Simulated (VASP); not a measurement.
Set up this calculation in VASP 6.6.1, as the native input.

| Quantity | Value |
| --- | --- |
| Task | single point |
| Functional | PBE |
| Potentials or basis | VASP PAW PBE potentials, release 64 (Pb_d) |
| Cutoff | 520 eV |
| k mesh | 11 × 11 × 11 |
| Occupations | fermi-dirac, width 0.1 eV |
| Spin | no spin polarisation |
| Dipole correction | no |
| Further INCAR settings | ALGO = Normal; EDIFF = 1e-06; NBANDS = 21 |

The structure of Pb lies in POSCAR:

```
Pb
1.0
    0.0000000000      3.1352513444      3.1352513444
    3.1352513444      0.0000000000      3.1352513444
    3.1352513444      3.1352513444      0.0000000000
Pb
2
Direct
   -0.1250000000     -0.1250000000     -0.1250000000
    0.1250000000      0.1250000000      0.1250000000
```

This cell differs from its parent crystal: volume scaled by 0.7.

These files were run (other wordings do the same):

INCAR

```
PREC = Accurate
ENCUT = 520
EDIFF = 1E-6
ISMEAR = -1
SIGMA = 0.1
LREAL = False
LASPH = True
NELM = 80
ALGO = Normal
ISIF = 2
LWAVE = False
LCHARG = False
GGA = PE
NBANDS = 21
```

KPOINTS

```
regular mesh
0
Gamma
  11 11 11
```

Potentials or basis: VASP PAW PBE potentials, release 64 (Pb_d).

Run with:

```console
$ cat potpaw_PBE.64/Pb_d/POTCAR > POTCAR
$ mpirun -np 1 vasp_std > vasp.out
```

It gave:

The pressure is 21.1 GPa and the band gap on the k mesh is zero (band 14 reaches 7.90 eV, above the bottom of band 15 at 6.62 eV).

Caveat: spin-orbit coupling is left out, which moves the levels of the heavy elements.

Run time: 44 s on 1 thread of AMD EPYC 9R45 96-Core Processor (Zen 5), with other jobs on the host, peak memory 0.2 GiB.
